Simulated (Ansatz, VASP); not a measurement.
## Two plane-wave programs on TiAl3

```
Ti Al
1.0
     2.80434    0.00000    0.00000
     0.00000    4.71086    0.00000
     0.00000    0.00000    4.92834
Ti Al
1 3
Cartesian
  0.0000 2.3554 0.8045
  1.4022 2.3554 3.2742
  1.4022 0.0000 1.6428
  0.0000 0.0000 4.1352
```

Alike in both runs: functional PBE; k mesh 14 × 10 × 10; occupations gaussian, width 0.1 eV; no spin polarisation.

Ansatz relaxed the structure, and its values are those at the end. VASP's run is a single point on that final structure, the one shown.

```csv
,VASP,Ansatz
version,VASP 6.6.1,Ansatz 0.2.0
potentials or method,"VASP PAW PBE potentials, release 64 (Ti_sv, Al), cutoff 520 eV","scalar-relativistic, plane waves, PAW"
valence electrons in the cell,21,21
```

```tsv
	VASP	Ansatz	Ansatz less VASP
gap on the k mesh at the Fermi level (eV)	none	none	-
pressure (GPa)	0.0	0.0	+0.02
```

A gap of «none» marks a metal or a gap that the smearing closes.
